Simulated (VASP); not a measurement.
Wanted: the native input for a VASP 6.6.1 run.

```yaml
Task: single point
Functional: r2SCAN
Potentials_or_basis: VASP PAW PBE potentials, release 64 (Ga_d, Sb)
Cutoff: 520 eV
k_mesh: 6 × 6 × 6
Occupations: fermi-dirac, width 0.05 eV
Spin: no spin polarisation
Dipole_correction: no
Further_INCAR_settings: ALGO = Normal; EDIFF = 1e-07; NBANDS = 16
```

GaSb:

```
Ga Sb
1.0
     4.23648    0.00000    0.00000
    -0.28448    4.22691    0.00000
    -0.85837   -3.15840    2.68988
Ga Sb
1 1
Direct
  0.00000 0.00000 0.00000
  0.50000 0.50000 0.00000
```

These files were run (other wordings do the same):

POSCAR

```
GaSb
1.0
    4.2364760000      0.0000000000      0.0000000000
   -0.2844838720      4.2269135105      0.0000000000
   -0.8583656977     -3.1583953935      2.6898839688
Ga Sb
1 1
Direct
    0.0000000000      0.0000000000      0.0000000000
    0.5000000000      0.5000000000      0.0000000000
```

INCAR.step1

```
SYSTEM = GaSb
  PREC = Accurate
  ENCUT = 520
  ISMEAR = -1
  SIGMA = 0.05
  LREAL = .False.
  LASPH = .True.
  NELM = 80
  NBANDS = 16
  GGA = PE
  ALGO = Normal
  EDIFF = 1E-4
  LWAVE = .True.
  LCHARG = .False.
```

INCAR.step2

```
SYSTEM = GaSb
  PREC = Accurate
  ENCUT = 520
  EDIFF = 1E-7
  ISMEAR = -1
  SIGMA = 0.05
  LREAL = .False.
  LASPH = .True.
  NELM = 80
  ALGO = Normal
  ISIF = 2
  LWAVE = .False.
  LCHARG = .True.
  METAGGA = R2SCAN
  LMIXTAU = .True.
  LELF = .True.
  LVHAR = .True.
  NBANDS = 16
  ISTART = 1
```

KPOINTS

```
regular mesh
0
Gamma
  6 6 6
  0 0 0
```

Potentials or basis: VASP PAW PBE potentials, release 64 (Ga_d, Sb).

Launch:

```console
$ cat potpaw_PBE.64/Ga_d/POTCAR potpaw_PBE.64/Sb/POTCAR > POTCAR
$ cp INCAR.step1 INCAR
$ mpirun -np 1 vasp_std > vasp.out
$ cp INCAR.step2 INCAR
$ mpirun -np 1 vasp_std > vasp.out
```

Results of the run:

| Item | Value |
| --- | --- |
| Pressure | -1.6 GPa |
| Band gap on the k mesh | zero (band 9 reaches 8.06 eV, above the bottom of band 10 at 3.42 eV) |

Caveat: the k points lie up to 0.39 Å⁻¹ apart; the PAW data sets were made with another functional, which shifts forces and pressure a little; spin-orbit coupling is left out, which moves the levels of the heavy elements.

It took 83 s on 1 thread of Intel(R) Xeon(R) Platinum 8488C (Sapphire Rapids), with other jobs on the host, peak memory 0.21 GiB.
